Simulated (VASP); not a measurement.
## MgS: single point with PBEsol

Crystal: MgS.

```
Mg S
1.0
     3.87324    0.00000    0.00000
    -1.93662    3.35432    0.00000
     0.00000    0.00000    5.91771
Mg S
2 2
Direct
  0.66667 0.33333 0.49575
  0.33333 0.66667 0.99575
  0.33333 0.66667 0.37924
  0.66667 0.33333 0.87924
```

This cell differs from its parent crystal: strain -0.040 along x and y, -0.080 along z.

```
Program             : VASP 6.6.1
Task                : single point
Functional          : PBEsol
Potentials or basis : VASP PAW PBE potentials, release 64 (Mg, S)
Cutoff              : 520 eV
k mesh              : 6 × 6 × 4
Occupations         : gaussian, width 0.05 eV
Spin                : no spin polarisation
```

```yaml
Pressure: 12.8 GPa
Largest_force: 0.647 eV/Å
Band_gap_on_the_k_mesh: 4.01 eV, direct
```

Forces on the atoms (eV/Å):
```
Mg   0.000  0.000 -0.647
Mg   0.000  0.000 -0.647
S    0.000  0.000  0.647
S    0.000  0.000  0.647
```

Stress tensor (GPa, compression positive):
```
10.74  0.00  0.00
 0.00 10.74  0.00
 0.00  0.00 16.88
```

Levels at points of the mesh, in eV from the valence-band top:
```csv
k point,band 5,band 6,band 7,band 8,band 9,band 10,band 11,band 12
"(0.00, 0.00, 0.00)",-0.93,-0.33,-0.33,0.00,4.01,4.74,7.39,7.39
"(0.50, 0.00, 0.00)",-2.46,-1.74,-1.32,-0.62,4.36,5.15,6.15,7.27
"(0.00, 0.00, 0.50)",-0.64,-0.64,-0.64,-0.64,5.29,5.29,7.48,7.48
"(0.50, 0.00, 0.50)",-1.25,-1.25,-1.01,-1.01,4.55,4.55,6.43,6.43
```

Run time: 40 s on 1 thread of AMD EPYC 7R13, with other jobs on the host, peak memory 0.17 GiB.

Caveat: the cell differs from its parent crystal (strain -0.040 along x and y, -0.080 along z); the PAW data sets were made with another functional, which shifts forces and pressure a little. A k mesh can miss the band edges.
